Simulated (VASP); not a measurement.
Input of a VASP 6.6.1 run:

File INCAR:

```
ALGO = Normal ; EDIFF = 1E-6
EDIFFG = -0.01 ; ENCUT = 600
GGA = PE ; IBRION = 2
ISIF = 3 ; ISMEAR = 0
LASPH = True ; LCHARG = False
LREAL = False ; LWAVE = False
NELM = 80 ; NSW = 100
PREC = Accurate ; SIGMA = 0.02
```

Contents of KPOINTS:

```
k-points
0
Gamma
  3 3 6
```

File POSCAR:

```
RbBr
1.0
    8.1584886094      0.0000000000      0.0000000000
   -4.0792443047      7.0654583922      0.0000000000
    0.0000000000      0.0000000000      4.9226704251
Rb Br
3 3
Direct
    0.5000000000      0.0000000000      0.0000000000
    0.5000000000      0.5000000000      0.0000000000
    0.0000000000      0.5000000000      0.0000000000
    0.0000000000      0.0000000000      0.0000000000
    0.3333333333      0.6666666667      0.5000000000
    0.6666666667      0.3333333333      0.5000000000
```

Potentials or basis: VASP PAW PBE potentials, release 64 (Rb_sv, Br).

The run is started by

```console
$ cat potpaw_PBE.64/Rb_sv/POTCAR potpaw_PBE.64/Br/POTCAR > POTCAR
$ mpirun -np 1 vasp_std > vasp.out
```

(1) What does it give for the space group after relaxing (to 0.1 Å)?

(2) What does it give for the relaxed volume?

(3) Predict the band gap on the k mesh.

## Answers

(1) P6/mmm (No. 191).

(2) 47.36 Å³/atom.

(3) 2.62 eV.
